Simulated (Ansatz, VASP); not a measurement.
# SnPbF: VASP beside Ansatz

```xyz
6
Lattice="4.0437 0.0000 0.0000 0.0000 4.0437 0.0000 0.0000 0.0000 7.1203" Properties=species:S:1:pos:R:3 pbc="T T T"
Pb    0.0000    2.0219    1.4241
Pb    2.0219    0.0000    5.6963
F     0.0000    0.0000    0.0000
F     2.0219    2.0219    0.0000
Sn    0.0000    2.0219    4.6282
Sn    2.0219    0.0000    2.4921
```

Alike in both runs: task relaxation of cell and atoms; functional PBE; k mesh 5 × 5 × 3; no spin polarisation.

```csv
,VASP,Ansatz
version,VASP 6.6.1,Ansatz 0.2.0
potentials or method,"VASP PAW PBE potentials, release 64 (Pb_d, F, Sn_d), cutoff 600 eV",PAW plane waves
occupations,"fermi-dirac, width 0.1 eV",fermi-dirac
valence electrons in the cell,70,70
```

|  | VASP | Ansatz | Ansatz less VASP |
| --- | --- | --- | --- |
| gap on the k mesh at the Fermi level, each at its own relaxed structure (eV) | none | none | - |
| relaxed volume (Å³/atom) | 23.22 | 23.44 | +0.218 |
| relaxed cell length with the largest relative difference (Å) | 8.970 | 9.120 | +0.1498 |

A gap of «none» marks a metal or a gap that the smearing closes.

Neither program's run includes spin-orbit coupling. Noted on VASP's run: the volume moved by over 15 % at a fixed basis, so the end points are rough.
